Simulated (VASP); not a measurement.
Set up this calculation in VASP 6.6.1, as the native input.

```
Task                   : relaxation of cell and atoms
Functional             : PBE
Potentials or basis    : VASP PAW PBE potentials, release 64 (Si, Se)
Cutoff                 : 500 eV
k mesh                 : 4 × 4 × 4
Occupations            : gaussian, width 0.2 eV
Spin                   : no spin polarisation
Dipole correction      : no
Further INCAR settings : ALGO = Normal; EDIFF = 1e-07; IBRION = 2; EDIFFG = -0.08; NSW = 36; ISIF = 3
```

The structure of Si3Se2 lies in POSCAR:

```
Si3Se2
1.0
    3.1763148300      1.8338462200      2.5649862900
   -3.1763148300      1.8338462200      2.5649862900
    0.0000000000     -3.6676924400      2.5649862900
Si Se
3 2
Direct
    0.0000000000      0.2500000000      0.7500000000
    0.7500000000      0.0000000000      0.2500000000
    0.2500000000      0.7500000000      0.0000000000
    0.2599999900      0.2599999900      0.2599999900
    0.7400000100      0.7400000100      0.7400000100
```

The cell was built from a structure type or drawn by symmetry, and may not be a known phase.

The input as run:

INCAR

```
SYSTEM = Si3Se2
PREC = Accurate
ENCUT = 500
EDIFF = 1E-7
ISMEAR = 0
SIGMA = 0.2
LREAL = .FALSE.
LASPH = .TRUE.
NELM = 120
ALGO = Normal
ISIF = 3
LWAVE = .FALSE.
LCHARG = .FALSE.
GGA = PE
IBRION = 2
NSW = 36
EDIFFG = -0.08
GGA_COMPAT = .FALSE.
NELMIN = 4
```

KPOINTS

```
regular mesh
0
G
  4 4 4
  0 0 0
```

Potentials or basis: VASP PAW PBE potentials, release 64 (Si, Se).

The run is started by

```bash
$ cat potpaw_PBE.64/Si/POTCAR potpaw_PBE.64/Se/POTCAR > POTCAR
$ mpirun -np 1 vasp_std > vasp.out
```

It gave:

The relaxed volume is 20.48 Å³/atom, the relaxed cell is a = 4.688 Å, b = 4.688 Å, c = 4.688 Å, α = 86.30°, β = 86.30°, γ = 86.30° and the space group after relaxing (to 0.1 Å) is R32 (No. 155). The energy gained by relaxing is 354.1 meV/atom, the ionic steps are 17 and the pressure after relaxing is 0.2 GPa. The largest force after relaxing is 0.039 eV/Å. The band gap on the k mesh is zero (bands 12 and 13 overlap by 1.85 eV).

Caveat: the relaxation stopped at a loose force limit of 0.08 eV/Å, so its end isn't a converged minimum.

Wall time 5.7 min on 1 thread of Intel Xeon 8259CL, with other jobs on the host, peak memory 0.21 GiB.
